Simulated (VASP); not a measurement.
Write the native input for VASP 6.6.1 that does the following.

```
Task                   : single point
Functional             : PBE
Potentials or basis    : VASP PAW PBE potentials, release 64 (O)
Cutoff                 : 520 eV
k mesh                 : 17 × 17 × 9
Occupations            : fermi-dirac, width 0.08 eV
Spin                   : collinear spin, ferrimagnetic start
Starting moments       : [1.0, -2.0] μB
Dipole correction      : no
Further INCAR settings : ALGO = Normal; EDIFF = 1e-06; NBANDS = 17
```

The structure of O lies in POSCAR:

```
O
1.0
    2.6201771642      0.0000000000      0.0000000000
   -1.3100885821      2.2691399866      0.0000000000
    0.0000000000      0.0000000000      2.6046128253
O
2
Direct
    0.3333333333      0.6666666667      0.2500000000
    0.6666666667      0.3333333333      0.7500000000
```

The input as run:

INCAR

```
SYSTEM = O
PREC     = Accurate       ! precision mode
ENCUT    = 520            ! plane-wave cutoff, eV
EDIFF    = 1E-6           ! SCF threshold, eV
ISMEAR   = -1             ! smearing method
SIGMA    = 0.08           ! smearing width, eV
LREAL    = .False.        ! projectors in reciprocal space
LASPH    = .True.         ! aspherical terms in the spheres
NELM     = 150            ! most SCF steps
ALGO     = Normal         ! electronic algorithm
ISIF     = 2              ! what is computed and relaxed
LWAVE    = .False.        ! write WAVECAR
LCHARG   = .False.        ! write CHGCAR
ISPIN    = 2              ! spin polarisation
MAGMOM   = 1 -2           ! initial moments
LORBIT   = 11             ! projections on sites
GGA      = PE             ! functional
NBANDS   = 17             ! bands
```

KPOINTS

```
regular mesh
0
Gamma
  17 17 9
  0 0 0
```

Potentials or basis: VASP PAW PBE potentials, release 64 (O).

Run with:

```bash
$ cat potpaw_PBE.64/O/POTCAR > POTCAR
$ mpirun -np 1 vasp_std > vasp.out
```

It gave:

| Property | Result |
| --- | --- |
| Pressure | 8.2 GPa |
| Band gap on the k mesh | zero (filled and empty bands overlap) |
| Net moment | 0.00 μB per cell |
| Valence electrons inside the program's atomic spheres | O 4.61 |

Caveat: the cell stands under pressure.

Wall time 79 s on 1 thread of Intel Xeon 8259CL, on a shared host, peak memory 0.17 GiB.
